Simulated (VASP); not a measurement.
Set up this calculation in VASP 6.6.1, as the native input.

```yaml
Task: relaxation of cell and atoms
Functional: PBEsol
Potentials_or_basis: VASP PAW PBE potentials, release 64 (Al, Cr_pv, C)
Cutoff: 600 eV
k_mesh: 15 × 15 × 4
Occupations: gaussian, width 0.1 eV
Spin: no spin polarisation
Dipole_correction: no
Further_INCAR_settings: ALGO = Normal; EDIFF = 1e-06; IBRION = 2; EDIFFG = -0.005; NSW = 100; ISIF = 3
```

The structure of AlCr2C lies in POSCAR:

```
AlCr2C
1.0
    2.8251010646      0.0000000000      0.0000000000
   -1.4125505323      2.4466092902      0.0000000000
    0.0000000000      0.0000000000     12.6013736800
Al Cr C
2 4 2
Direct
    0.6666666700      0.3333333300      0.2500000000
    0.3333333300      0.6666666700      0.7500000000
    0.3333333300      0.6666666700      0.4149411600
    0.6666666700      0.3333333300      0.9149411600
    0.6666666700      0.3333333300      0.5850588400
    0.3333333300      0.6666666700      0.0850588400
    0.0000000000      0.0000000000      0.5000000000
    0.0000000000      0.0000000000      0.0000000000
```

One way to write it, as run:

INCAR

```
SYSTEM = AlCr2C
PREC = Accurate ; ENCUT = 600
EDIFF = 1E-6 ; ISMEAR = 0
SIGMA = 0.1 ; LREAL = .False.
LASPH = .True. ; NELM = 100
ALGO = Normal ; ISIF = 3
LWAVE = .False. ; LCHARG = .False.
GGA = PS ; IBRION = 2
NSW = 100 ; EDIFFG = -0.005
```

KPOINTS

```
regular mesh
0
Gamma
  15 15 4
  0 0 0
```

Potentials or basis: VASP PAW PBE potentials, release 64 (Al, Cr_pv, C).

Run with:

```console
$ cat potpaw_PBE.64/Al/POTCAR potpaw_PBE.64/Cr_pv/POTCAR potpaw_PBE.64/C/POTCAR > POTCAR
$ mpirun -np 1 vasp_std > vasp.out
```

It gave:

| Item | Value |
| --- | --- |
| Relaxed volume | 10.78 Å³/atom |
| Relaxed cell | a = 2.813 Å, b = 2.813 Å, c = 12.586 Å, α = 90.00°, β = 90.00°, γ = 120.00° |
| Space group after relaxing (to 0.05 Å) | P6_3/mmc (No. 194) |
| Energy gained by relaxing | 1.6 meV/atom |
| Ionic steps | 10 |
| Pressure after relaxing | 0.0 GPa |
| Band gap on the k mesh | zero (band 31 reaches 10.60 eV, above the bottom of band 32 at 9.74 eV) |

Caveat: the PAW data sets were made with another functional, which shifts forces and pressure a little.

Wall time 14 min on 1 thread of Intel(R) Xeon(R) 6975P-C (Granite Rapids), with other jobs on the host, peak memory 0.44 GiB.
